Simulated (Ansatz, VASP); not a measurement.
# One calculation of CdF2, two programs

File INCAR:

```
SYSTEM = CdF2
PREC = Accurate
ENCUT = 520
EDIFF = 1E-6
ISMEAR = 0
SIGMA = 0.05
LREAL = .False.
LASPH = .True.
NELM = 60
ALGO = Normal
ISIF = 2
LWAVE = .False.
LCHARG = .False.
GGA = PE
NBANDS = 20
```

File KPOINTS:

```
Automatic mesh
0
Gamma
  8 8 8
  0 0 0
```

File POSCAR:

```
CdF2
1.0
    0.0000000000      2.7894847650      2.6444315572
    2.7894847650      0.0000000000      2.6444315572
    2.7894847650      2.7894847650      0.0000000000
Cd F
1 2
Direct
    0.0000000000      0.0000000000      0.0000000000
    0.2500000000      0.2500000000      0.2500000000
    0.7500000000      0.7500000000      0.7500000000
```

Input for Ansatz:

```yaml
crystal:
  lattice:
    - [0.0, 2.789484765, 2.6444315572]
    - [2.789484765, 0.0, 2.6444315572]
    - [2.789484765, 2.789484765, 0.0]
  atoms:
    - { symbol: Cd, position: [0.0, 0.0, 0.0] }
    - { symbol: F, position: [0.25, 0.25, 0.25] }
    - { symbol: F, position: [0.75, 0.75, 0.75] }
basis:
  ecutwfc: 520.0
kpoints:
  mp_grid: { grid: [8, 8, 8] }
hamiltonian:
  xc: pbe
  pseudopotentials: { kind: paw }
scf:
  occupations: { method: gaussian, width: 0.05 }
output:
  forces: true
  stress: true
  eigenvalues: true
```

Alike in both runs: task single point; functional PBE; k mesh 8 × 8 × 8; occupations gaussian, width 0.05 eV; no spin polarisation.

```csv
,VASP,Ansatz
version,VASP 6.6.1,Ansatz 0.2.0
potentials or method,"VASP PAW PBE potentials, release 64 (Cd, F), cutoff 520 eV","scalar-relativistic, plane waves, PAW"
valence electrons in the cell,26,34
```

```csv
,VASP,Ansatz,Ansatz less VASP
gap on the k mesh at the Fermi level (eV),2.79,2.82,+0.031
least direct gap on the mesh (eV),3.37,3.40,+0.030
pressure (GPa),0.6,0.0,-0.55
"traceless stress, the component that is largest in VASP (GPa)",3.76,3.81,+0.049
```

VASP's potentials hold 26 valence electrons a cell and Ansatz's 34, so a difference there can come from the potentials and not from the codes.
